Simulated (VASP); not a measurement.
Write the native input for VASP 6.6.1 that does the following.

| Item | Value |
| --- | --- |
| Task | single point |
| Functional | PBEsol |
| Potentials or basis | VASP PAW PBE potentials, release 64 (Pt) |
| Cutoff | 520 eV |
| k mesh | 18 × 18 × 10 |
| Occupations | gaussian, width 0.15 eV |
| Spin | no spin polarisation |
| Dipole correction | no |
| Further INCAR settings | ALGO = Fast; EDIFF = 1e-06; NBANDS = 17 |

The structure of Pt lies in POSCAR:

```
Pt
1.0
    2.9160000000      0.0000000000      0.0000000000
   -1.4580000000      2.5253300774      0.0000000000
    0.0000000000      0.0000000000      4.7854000000
Pt
2
Direct
    0.6666666667      0.3333333333      0.7500000000
    0.3333333333      0.6666666667      0.2500000000
```

This isn't the form of Pt at room conditions, which is fcc.

The input as run:

INCAR

```
ALGO     = Fast           # electronic algorithm
EDIFF    = 1E-6           # SCF threshold, eV
ENCUT    = 520            # plane-wave cutoff, eV
GGA      = PS             # functional
ISIF     = 2              # what is computed and relaxed
ISMEAR   = 0              # smearing method
LASPH    = T              # aspherical terms in the spheres
LCHARG   = F              # write CHGCAR
LREAL    = F              # projectors in reciprocal space
LWAVE    = F              # write WAVECAR
NBANDS   = 17             # bands
NELM     = 100            # most SCF steps
PREC     = Accurate       # precision mode
SIGMA    = 0.15           # smearing width, eV
```

KPOINTS

```
k-points
0
Gamma
  18 18 10
```

Potentials or basis: VASP PAW PBE potentials, release 64 (Pt).

Run with:

```sh
$ cat potpaw_PBE.64/Pt/POTCAR > POTCAR
$ mpirun -np 1 vasp_std > vasp.out
```

It gave:

```
Pressure               : -28.6 GPa
Band gap on the k mesh : zero (bands 10 and 11 overlap by 0.96 eV)
```

Caveat: the stress differs along the axes, from -30 to -25 GPa; the PAW data sets were made with another functional, which shifts forces and pressure a little; spin-orbit coupling is left out, which moves the levels of the heavy elements.

Wall time 80 s on 1 thread of Intel Xeon 8259CL (shared host), peak memory 0.24 GiB.
